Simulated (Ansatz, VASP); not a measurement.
**One calculation of SiC, two programs**

INCAR

```
PREC = Accurate
ENCUT = 520
EDIFF = 1E-7
ISMEAR = 0
SIGMA = 0.05
LREAL = False
LASPH = True
NELM = 100
ALGO = Normal
ISIF = 2
LWAVE = False
LCHARG = False
GGA = CA
NBANDS = 11
```

Contents of KPOINTS:

```
regular mesh
0
Gamma
  12 12 12
```

The input POSCAR:

```
SiC
1.0
   -0.0326100000      2.1740000000      2.1740000000
    2.1413900000      0.0000000000      2.1413900000
    2.1740000000      2.1740000000     -0.0326100000
Si C
1 1
Direct
    0.0000000000      0.0000000000      0.0000000000
    0.7500000000      0.7500000000      0.7500000000
```

Input for Ansatz:

```yaml
crystal:
  lattice:
    - [-0.03261, 2.174, 2.174]
    - [2.14139, 0.0, 2.14139]
    - [2.174, 2.174, -0.03261]
  atoms:
    - { symbol: Si, position: [0.0, 0.0, 0.0] }
    - { symbol: C, position: [0.75, 0.75, 0.75] }
basis:
  ecutwfc: 420
kpoints:
  mp_grid: { grid: [12, 12, 12] }
hamiltonian:
  xc: lda
scf:
  occupations: { method: gaussian, width: 0.05 }
output:
  forces: true
  stress: true
  eigenvalues: true
```

Change from the starting cell: strain -0.0300 x Voigt [0, 0, 0, 0, 1, 0], atoms carried along.

Alike in both runs: task single point; functional LDA; k mesh 12 × 12 × 12; occupations gaussian, width 0.05 eV; no spin polarisation.

```csv
,VASP,Ansatz
version,VASP 6.6.1,Ansatz 0.2.0
potentials or method,"VASP PAW LDA potentials, release 64 (Si, C), cutoff 520 eV","scalar-relativistic, plane waves, PAW"
valence electrons in the cell,8,8
```

```tsv
	VASP	Ansatz	Ansatz less VASP
gap on the k mesh at the Fermi level (eV)	1.17	1.19	+0.014
least direct gap on the mesh (eV)	4.23	4.24	+0.013
pressure (GPa)	-2.3	-2.7	-0.40
traceless stress, the component that is largest in VASP (GPa)	8.23	8.18	-0.051
rms of the force components (eV/Å)	0.140	0.138	-0.0012
```

LDA's correlation is that of Perdew and Zunger in VASP and of Perdew and Wang (1992) in Ansatz. Atom by atom the forces differ by 0.001 eV/Å (rms over components).
